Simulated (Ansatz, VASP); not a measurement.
# One calculation of Bi2Te3, two programs

```
Bi Te
1.0
     2.20850    1.27508    9.84720
    -2.20850    1.27508    9.84720
     0.00000   -2.55016    9.84720
Bi Te
2 3
Direct
  0.81200 0.81200 0.81200
  0.40200 0.40200 0.40200
  0.61100 0.61100 0.61100
  0.20000 0.20000 0.20000
  0.00000 0.00000 0.00000
```

Change from the starting cell: zz strain of -1 %.

Alike in both runs: task single point; functional LDA; k mesh 8 × 8 × 8; occupations fermi-dirac, width 0.08 eV; no spin polarisation.

|  | VASP | Ansatz |
| --- | --- | --- |
| version | VASP 6.6.1 | Ansatz 0.2.0 |
| potentials or method | VASP PAW LDA potentials, release 64 (Bi_d, Te), cutoff 520 eV | all-electron LAPW, scalar-relativistic |

|  | VASP | Ansatz | Ansatz less VASP |
| --- | --- | --- | --- |
| pressure (GPa) | -1.3 | -1.4 | -0.06 |
| traceless stress, the component that is largest in VASP (GPa) | -0.58 | -0.58 | +0.004 |
| rms of the force components (eV/Å) | 0.466 | 0.457 | -0.0090 |

LDA's correlation is that of Perdew and Zunger in VASP and of Perdew and Wang (1992) in Ansatz. Atom by atom the forces differ by 0.011 eV/Å (rms over components). Ansatz ran all-electron here, and VASP with PAW potentials.

Spin-orbit coupling is off throughout.
